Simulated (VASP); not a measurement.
# HfB (Fm-3m) in VASP: a series of runs

The runs below take HfB through single point, with RPBE+D3(BJ), PBEsol+D3(BJ).

Everything below comes from runs of VASP 6.6.1. Logs are shortened: lines on timing, memory, paths and dates and some standing lists are left out, and cuts for length are marked.

## Step 1: The cell of the first run

It takes space group Fm-3m (No. 225, cubic). Conventional cell: a = 4.611 Å, b = 4.611 Å, c = 4.611 Å, α = 90.00°, β = 90.00°, γ = 90.00°. Hf (site symmetry m-3m) has 6 B at 2.31 Å within 3.0 Å. B (site symmetry m-3m) has 6 Hf at 2.31 Å within 3.0 Å.

## Step 2: Single point, RPBE+D3(BJ)

The input, INCAR:

```
PREC = Accurate
ENCUT = 520
EDIFF = 1E-6
ISMEAR = -1
SIGMA = 0.05
LREAL = F
LASPH = T
NELM = 80
ALGO = Normal
ISIF = 2
LWAVE = F
LCHARG = F
GGA = RP
IVDW = 12
NBANDS = 14
```

The input, KPOINTS:

```
Automatic mesh
0
Gamma
  10 10 10
```

The input, POSCAR:

```
HfB
1.0
    0.0000000000      2.3053937448      2.3053937448
    2.3053937448      0.0000000000      2.3053937448
    2.3053937448      2.3053937448      0.0000000000
Hf B
1 1
Direct
    0.5000000000      0.5000000000      0.5000000000
    0.0000000000      0.0000000000      0.0000000000
```

Potentials or basis: VASP PAW PBE potentials, release 64 (Hf_pv, B).

Started as:

```
cat potpaw_PBE.64/Hf_pv/POTCAR potpaw_PBE.64/B/POTCAR > POTCAR
mpirun -np 1 vasp_std > vasp.out
```

OUTCAR:

```text
PREC = Accurate
   ENCUT = 520
   EDIFF = 1E-6
   ISMEAR = -1
   LREAL = F
   LASPH = T
   NELM = 80
   ISIF = 2
   GGA = RP
   IVDW = 12
 IVDW          = 12

 ion  position               nearest neighbor table
   1  0.500  0.500  0.500-   2 2.31   2 2.31   2 2.31   2 2.31   2 2.31   2 2.31
   2  0.000  0.000  0.000-   1 2.31   1 2.31   1 2.31   1 2.31   1 2.31   1 2.31

  LATTYP: Found a face centered cubic cell.
 ALAT       =     4.6107874896

  Lattice vectors:

 A1 = (   0.0000000000,   2.3053937448,   2.3053937448)
 A2 = (   2.3053937448,   0.0000000000,   2.3053937448)
 A3 = (   2.3053937448,   2.3053937448,   0.0000000000)

Analysis of symmetry for initial positions (statically):
=====================================================================
 Subroutine PRICEL returns:
 Original cell was already a primitive cell.

 Routine SETGRP: Setting up the symmetry group for a
 face centered cubic supercell.

 Subroutine GETGRP returns: Found 48 space group operations
 (whereof 48 operations were pure point group operations)
 out of a pool of 48 trial point group operations.

The static configuration has the point symmetry O_h .

Analysis of symmetry for dynamics (positions and initial velocities):
=====================================================================
 Subroutine PRICEL returns:
 Original cell was already a primitive cell.

 Routine SETGRP: Setting up the symmetry group for a
 face centered cubic supercell.

 Subroutine GETGRP returns: Found 48 space group operations
 (whereof 48 operations were pure point group operations)
 out of a pool of 48 trial point group operations.

The dynamic configuration has the point symmetry O_h .

 Subroutine INISYM returns: Found 48 space group operations
 (whereof 48 operations are pure point group operations),
 and found     1 'primitive' translations

----------------------------------------------------------------------------------------

                                     Primitive cell

  volume of cell :      24.5056

  direct lattice vectors                    reciprocal lattice vectors
     0.000000000  2.305393745  2.305393745    -0.216882691  0.216882691  0.216882691
     2.305393745  0.000000000  2.305393745     0.216882691 -0.216882691  0.216882691
     2.305393745  2.305393745  0.000000000     0.216882691  0.216882691 -0.216882691

  length of vectors
     3.260319101  3.260319101  3.260319101     0.375651841  0.375651841  0.375651841

  position of ions in fractional coordinates (direct lattice)
     0.500000000  0.500000000  0.500000000
     0.000000000  0.000000000  0.000000000

  ion indices of the primitive-cell ions
   primitive index   ion index
                 1           1
                 2           2

----------------------------------------------------------------------------------------

 KPOINTS: Automatic mesh

Automatic generation of k-mesh.
 Grid dimensions read from file:
 generate k-points for:   10   10   10

 Generating k-lattice:

  Cartesian coordinates                     Fractional coordinates (reciprocal lattice)
    -0.021688269  0.021688269  0.021688269     0.100000000  0.000000000  0.000000000
     0.021688269 -0.021688269  0.021688269     0.000000000  0.100000000  0.000000000
     0.021688269  0.021688269 -0.021688269     0.000000000  0.000000000  0.100000000

  Length of vectors
     0.037565184  0.037565184  0.037565184

  Shift w.r.t. Gamma in fractional coordinates (k-lattice)
     0.000000000  0.000000000  0.000000000

 Subroutine IBZKPT returns following result:
 ===========================================

 Found     47 irreducible k-points:

 Following reciprocal coordinates:
            Coordinates               Weight
  0.000000  0.000000  0.000000      1.000000
  0.100000  0.000000  0.000000      8.000000
  0.200000  0.000000  0.000000      8.000000
  0.300000  0.000000  0.000000      8.000000
  0.400000  0.000000  0.000000      8.000000
  0.500000  0.000000  0.000000      4.000000
[... 16 lines left out ...]
  0.300000  0.300000  0.000000      6.000000
  0.400000  0.300000  0.000000     24.000000
 [... further k-points ...]
   k-points           NKPTS =     47   k-points in BZ     NKDIM =     47   number of bands    NBANDS=     14
   number of dos      NEDOS =    301   number of ions     NIONS =      2
   total plane-waves  NPLWV =  13824
   dimension x,y,z NGX =    24 NGY =   24 NGZ =   24
   dimension x,y,z NGXF=    48 NGYF=   48 NGZF=   48
   ions per type =               1   1
   NGX,Y,Z   is equivalent  to a cutoff of  12.24, 12.24, 12.24 a.u.
   NGXF,Y,Z  is equivalent  to a cutoff of  24.48, 24.48, 24.48 a.u.
 SYSTEM =  unknown system
   PREC   = accura    normal or accurate (medium, high low for compatibility)
   ISTART =      0    job   : 0-new  1-cont  2-samecut
   ICHARG =      2    charge: 1-file 2-atom 10-const
   ISPIN  =      1    spin polarized calculation?
   LNONCOLLINEAR =      F non collinear calculations
   LSORBIT =      F    spin-orbit coupling
   LASPH  =      T    aspherical Exc in radial PAW
   ENCUT  =  520.0 eV  38.22 Ry    6.18 a.u.   6.06  6.06  6.06*2*pi/ulx,y,z
   NELM   =     80;   NELMIN=  2; NELMDL= -5     # of ELM steps
   EDIFF  = 0.1E-05   stopping-criterion for ELM
   LREAL  =      F    real-space projection
   EDIFFG = 0.1E-04   stopping-criterion for IOM
   NSW    =      0    number of steps for IOM
   IBRION =     -1    ionic relax: 0-MD 1-quasi-New 2-CG
   NFREE  =      0    steps in history (QN), initial steepest desc. (CG)
   ISIF   =      2    stress and relaxation
   ISYM   =      2    0-nonsym 1-usesym 2-fastsym
   POTIM  = 0.5000    time-step for ionic-motion
   TEBEG  =    0.0;   TEEND  =   0.0 temperature during run
   PSTRESS=    0.0 pullay stress
   NELECT =      13.0000    total number of electrons
   NUPDOWN=      -1.0000    fix difference up-down
   EMIN   =  10.00;   EMAX   =-10.00  energy-range for DOS
   EFERMI =   0.00;   METHOD = LEGACY
   ISMEAR =    -1;   SIGMA  =   0.05  broadening in eV -4-tet -1-fermi 0-gaus
   EFERMI_NEDOS =   21; number of points for ismear=-14 and -15
   IALGO  =     38    algorithm
   IMIX   =      4    mixing-type and parameters
     AMIX     =   0.40;   BMIX     =  1.00
     AMIX_MAG =   1.60;   BMIX_MAG =  1.00
  volume/ion in A,a.u.               =      12.25        82.69
  Fermi-wavevector in a.u.,A,eV,Ry     =   1.325259  2.504377 23.896076  1.756312
  Thomas-Fermi vector in A             =   2.454733
   LORBIT       =      0    0 simple, 1 ext, 2 COOP (PROOUT), +10 PAW based schemes
   GGA     = RP    functional components
   LHFCALC =     F    Hartree Fock is set to
   AEXX    =    0.0000 exact exchange contribution
   IVDW    =    12    specifies the selected vdW correction
   LEPSILON=     F    determine dielectric tensor
   LRPA    =     F    only Hartree local field effects (RPA)
 non-spin polarized calculation
  energy-cutoff  :      520.00
  volume of cell :       24.51
 maximum number of plane-waves:       678
   NGX = 13   NGY = 13   NGZ = 13

 number of electron      13.0000002 magnetization

 Free energy of the ion-electron system (eV)
  ---------------------------------------------------
  ext. energy  EPLUGINS =         0.00000000
  ---------------------------------------------------
  free energy    TOTEN  =       -16.30636898 eV

  energy without entropy =      -16.29523221  energy(sigma->0) =      -16.30080060

 E-fermi :   5.2500     XC(G=0): -12.2876

 val. band max:        5.2272515353   @ k =  -0.2000   0.1000   0.0000
 cond. band min:       5.2613350800   @ k =   0.5000   0.3000   0.1000
 fundamental gap:      0.0340835446
 Fermi energy:         5.2499588659

 k-point     1 :       0.0000    0.0000    0.0000
  band No.  band energies     occupation
      1     -23.0229      2.00000
      2     -23.0229      2.00000
      3     -23.0229      2.00000
      4      -4.3647      2.00000
      5       7.4966      0.00000
      6       7.4966      0.00000
      7       7.4966      0.00000
      8       9.2455      0.00000
      9       9.2455      0.00000
     10       9.2455      0.00000
     11       9.5262      0.00000
     12       9.5262      0.00000
     13      16.9225      0.00000
     14      18.3575      0.00000

 k-point     2 :       0.1000    0.0000    0.0000
  band No.  band energies     occupation
      1     -23.0989      2.00000
      2     -23.0305      2.00000
      3     -23.0305      2.00000
      4      -4.0744      2.00000
      5       6.5713      0.00000
      6       7.1149      0.00000
      7       7.1149      0.00000
      8       8.2237      0.00000
      9       8.2237      0.00000
     10       9.7096      0.00000
     11      11.5163      0.00000
     12      11.5163      0.00000
     13      17.6648      0.00000
     14      18.6798      0.00000

 k-point     3 :       0.2000    0.0000    0.0000
  band No.  band energies     occupation
      1     -23.2925      2.00000
      2     -23.0503      2.00000
      3     -23.0503      2.00000
      4      -3.2632      2.00000
      5       5.0300      1.97573
      6       5.8112      0.00003
      7       5.8112      0.00003
      8       8.8170      0.00000
      9       8.8170      0.00000
     10      10.2105      0.00000
     11      13.9250      0.00000
     12      13.9250      0.00000
     13      19.0578      0.00000
     14      19.6227      0.00000
[... 324 lines left out ...]
 k-point    23 :       0.3000    0.3000    0.0000
  band No.  band energies     occupation
      1     -23.4803      2.00000
      2     -23.1963      2.00000
      3     -23.1963      2.00000
      4      -1.8694      2.00000
      5       3.1187      2.00000
      6       5.0229      1.97892
      7       6.9736      0.00000
      8       6.9736      0.00000
      9      10.7555      0.00000
     10      13.2177      0.00000
     11      13.2177      0.00000
     12      16.8742      0.00000
     13      20.2768      0.00000
     14      20.6377      0.00000

 k-point    24 :       0.4000    0.3000    0.0000
  band No.  band energies     occupation
      1     -23.5766      2.00000
      2     -23.2474      2.00000
      3     -23.2241      2.00000
      4      -1.4132      2.00000
      5       3.1015      2.00000
      6       4.4842      2.00000
      7       6.6312      0.00000
      8       7.4527      0.00000
      9      11.6772      0.00000
     10      13.3454      0.00000
     11      13.6158      0.00000
     12      17.8362      0.00000
     13      18.2974      0.00000
     14      20.5819      0.00000

 [... further k-points ...]

------------------------ aborting loop because EDIFF is reached ----------------------------------------

 Edisp (eV)   -5.15752

 E8    (eV) :    -3.6934

  FORCE on cell =-STRESS in cart. coord.  units (eV):
  Direction    XX          YY          ZZ          XY          YZ          ZX
  --------------------------------------------------------------------------------------
  -------------------------------------------------------------------------------------
  Total       0.12879     0.12879     0.12879     0.00000    -0.00000    -0.00000
  in kB       8.42015     8.42015     8.42015     0.00000    -0.00000    -0.00000
  external pressure =        8.42 kB  Pullay stress =        0.00 kB

 VOLUME and BASIS-vectors are now :
 -----------------------------------------------------------------------------
  energy-cutoff  :      520.00
  volume of cell :       24.51
      direct lattice vectors                 reciprocal lattice vectors
     0.000000000  2.305393745  2.305393745    -0.216882691  0.216882691  0.216882691
     2.305393745  0.000000000  2.305393745     0.216882691 -0.216882691  0.216882691
     2.305393745  2.305393745  0.000000000     0.216882691  0.216882691 -0.216882691

 POSITION                                       TOTAL-FORCE (eV/Angst)
 -----------------------------------------------------------------------------------
      2.30539      2.30539      2.30539         0.000000      0.000000     -0.000000
      0.00000      0.00000      0.00000        -0.000000     -0.000000      0.000000
 -----------------------------------------------------------------------------------
    total drift:                               -0.000000     -0.000000      0.000000

  FREE ENERGIE OF THE ION-ELECTRON SYSTEM (eV)
  ---------------------------------------------------
  free  energy   TOTEN  =       -21.4638922266 eV

  energy  without entropy=      -21.4527554517  energy(sigma->0) =      -21.45832384
```

Wall time 4.7 s (1 thread of Intel Xeon 6975P-C (Granite Rapids), shared host); peak memory 0.16 GiB.

What came out:

```
Free energy                : -21.4639 eV
Pressure                   : 0.8 GPa
Dispersion energy per atom : -2.579 eV
```

Levels at points of the mesh, in eV from the Fermi level:
| k point | band 3 | band 4 | band 5 | band 6 | band 7 | band 8 | band 9 | band 10 | band 11 | band 12 |
| --- | --- | --- | --- | --- | --- | --- | --- | --- | --- | --- |
| (0.00, 0.00, 0.00) | -28.27 | -9.61 | 2.25 | 2.25 | 2.25 | 4.00 | 4.00 | 4.00 | 4.28 | 4.28 |
| (0.50, 0.00, 0.00) | -28.35 | -5.02 | -4.09 | -1.36 | -1.36 | 6.64 | 6.64 | 7.71 | 8.46 | 14.06 |
| (0.50, 0.50, 0.00) | -28.54 | -6.78 | -1.09 | -0.90 | 2.40 | 2.40 | 6.32 | 8.02 | 8.02 | 9.57 |

Caveat: the PAW data sets were made with another functional, which shifts forces and pressure a little; spin-orbit coupling is left out, which moves the levels of the heavy elements; pairwise dispersion overbinds metals, which lowers pressure and volume.

## Step 3: Single point, PBEsol+D3(BJ)

This run uses another cell than the first one, of 13.38 Å³/atom, 1.092 times its volume.

The input, INCAR:

```
SYSTEM = HfB
ALGO     = Normal         ! electronic algorithm
EDIFF    = 1E-6           ! SCF threshold, eV
ENCUT    = 520            ! plane-wave cutoff, eV
GGA      = PS             ! functional
ISIF     = 2              ! what is computed and relaxed
ISMEAR   = -1             ! smearing method
IVDW     = 12             ! dispersion correction
LASPH    = .TRUE.         ! aspherical terms in the spheres
LCHARG   = .FALSE.        ! write CHGCAR
LREAL    = .FALSE.        ! projectors in reciprocal space
LWAVE    = .FALSE.        ! write WAVECAR
NBANDS   = 14             ! bands
NELM     = 100            ! most SCF steps
PREC     = Accurate       ! precision mode
SIGMA    = 0.05           ! smearing width, eV
```

The input, KPOINTS:

```
k-points
0
G
  10 10 10
  0 0 0
```

The input, POSCAR:

```
HfB
1.0
    0.0000000000      2.3742041744      2.3742041744
    2.3742041744      0.0000000000      2.3742041744
    2.3742041744      2.3742041744      0.0000000000
Hf B
1 1
Direct
    0.5000000000      0.5000000000      0.5000000000
    0.0000000000      0.0000000000      0.0000000000
```

Potentials or basis: VASP PAW PBE potentials, release 64 (Hf_pv, B).

Started as:

```
cat potpaw_PBE.64/Hf_pv/POTCAR potpaw_PBE.64/B/POTCAR > POTCAR
mpirun -np 1 vasp_std > vasp.out
```

OUTCAR:

```text
SYSTEM = HfB
   EDIFF = 1E-6
   ENCUT = 520
   GGA = PS
   ISIF = 2
   ISMEAR = -1
   IVDW = 12
   LASPH = .TRUE.
   LREAL = .FALSE.
   NELM = 100
   PREC = Accurate
 IVDW          = 12

 ion  position               nearest neighbor table
   1  0.500  0.500  0.500-   2 2.37   2 2.37   2 2.37   2 2.37   2 2.37   2 2.37
   2  0.000  0.000  0.000-   1 2.37   1 2.37   1 2.37   1 2.37   1 2.37   1 2.37

  LATTYP: Found a face centered cubic cell.
 ALAT       =     4.7484083488

  Lattice vectors:

[... 596 lines left out ...]

 Edisp (eV)   -0.75136

 E8    (eV) :    -0.5337

  FORCE on cell =-STRESS in cart. coord.  units (eV):
  Direction    XX          YY          ZZ          XY          YZ          ZX
  --------------------------------------------------------------------------------------
  -------------------------------------------------------------------------------------
  Total       0.08386     0.08386     0.08386     0.00000    -0.00000     0.00000
  in kB       5.01980     5.01980     5.01980     0.00000    -0.00000     0.00000
  external pressure =        5.02 kB  Pullay stress =        0.00 kB

 VOLUME and BASIS-vectors are now :
 -----------------------------------------------------------------------------
  energy-cutoff  :      520.00
  volume of cell :       26.77
      direct lattice vectors                 reciprocal lattice vectors
     0.000000000  2.374204174  2.374204174    -0.210596884  0.210596884  0.210596884
     2.374204174  0.000000000  2.374204174     0.210596884 -0.210596884  0.210596884
     2.374204174  2.374204174  0.000000000     0.210596884  0.210596884 -0.210596884

 POSITION                                       TOTAL-FORCE (eV/Angst)
 -----------------------------------------------------------------------------------
      2.37420      2.37420      2.37420        -0.000000      0.000000      0.000000
      0.00000      0.00000      0.00000         0.000000     -0.000000      0.000000
 -----------------------------------------------------------------------------------
    total drift:                                0.000000      0.000000      0.000000

  FREE ENERGIE OF THE ION-ELECTRON SYSTEM (eV)
  ---------------------------------------------------
  free  energy   TOTEN  =       -19.1439919982 eV

  energy  without entropy=      -19.1299921993  energy(sigma->0) =      -19.13699210
```

stdout:

```text
POSCAR found type information on POSCAR HfB
 POSCAR found :  2 types and       2 ions
 scaLAPACK will be used
 -----------------------------------------------------------------------------
|                                                                             |
|                                                                             |
|     You enforced a specific xc type in the INCAR file but a different       |
|     I HOPE YOU KNOW WHAT YOU ARE DOING!                                     |
|                                                                             |
 -----------------------------------------------------------------------------

 LDA part: xc-table for (Slater+PW92), standard interpolation
 POSCAR, INCAR and KPOINTS ok, starting setup
 FFT: planning ... GRIDC
 FFT: planning ... GRID_SOFT
 FFT: planning ... GRID
 WAVECAR not read
 entering main loop
```

Wall time 8.3 s (1 thread of Intel Xeon 6975P-C (Granite Rapids), shared host); peak memory 0.17 GiB.

Results:

- Free energy: -19.1440 eV
- Pressure: 0.5 GPa
- Dispersion energy per atom: -0.376 eV

Caveat: the PAW data sets were made with another functional, which shifts forces and pressure a little; spin-orbit coupling is left out, which moves the levels of the heavy elements; pairwise dispersion overbinds metals, which lowers pressure and volume.
